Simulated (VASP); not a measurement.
Runs of VASP 6.6.1 on CdS (Hawleyite). The structure is that of space group F-43m (No. 216), or close to it. The cells are those of the table. 

```csv
cell,gap on the mesh (eV),pressure (GPa)
"a = 4.055 Å, angles 60.0°, 2 atoms",(b),7.1
"a = 4.138 Å, angles 60.0°, 2 atoms",(c),(a)
"a = 4.219 Å, angles 60.0°, 2 atoms",1.00,-0.8
"a = 4.179 Å, angles 60.0°, 2 atoms",1.06,0.8
```

Alike in all rows: task single point; level PBE; potentials or basis VASP PAW PBE potentials, release 64 (Cd, S); no spin polarisation; k mesh 6 × 6 × 6; cutoff (eV) 520; smearing gaussian 0.01 eV.

Question: Estimate the missing entries.

Answer: (a) 2.6; (b) 1.26; (c) 1.13.

A k mesh can miss the band edges, and the runs leave out spin-orbit coupling on Cd.
